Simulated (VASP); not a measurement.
Zr: single point with revPBE+D4

The system is Zr.

```
CELL_PARAMETERS angstrom
0.00000 2.20897 2.20897
2.20897 0.00000 2.20897
2.20897 2.20897 0.00000
ATOMIC_POSITIONS crystal
Zr 0.00000 0.00000 0.00000
```

This isn't the form of Zr at room conditions, which is hcp.

```json
{"Program": "VASP 6.6.1", "Task": "single point", "Functional": "revPBE", "Dispersion": "D4", "Potentials or basis": "VASP PAW PBE potentials, release 64 (Zr_sv)", "Cutoff": "520 eV", "k mesh": "10 × 10 × 10", "Occupations": "methfessel-paxton, width 0.1 eV", "Spin": "non-collinear spin, zero start, spin-orbit coupling", "Starting moments": "[[0.0, 0.0, 0.0]] μB", "Dipole correction": "no", "Further INCAR settings": "ALGO = Normal; EDIFF = 1e-06; NBANDS = 23"}
```

* Pressure: 6.9 GPa
* Net moment: 0.00 μB per cell
* Valence electrons inside the program's atomic spheres: Zr 9.93
* Dispersion energy per atom: -0.302 eV

Moments on the atoms (μB; x, y, z):
```
Zr  0.00 0.00 0.00
```

Wall time 20 s on 1 thread of Intel(R) Xeon(R) 6975P-C (Granite Rapids) (shared host), peak memory 0.21 GiB.

Caveat: the cell stands under pressure; the PAW data sets were made with another functional, which shifts forces and pressure a little.
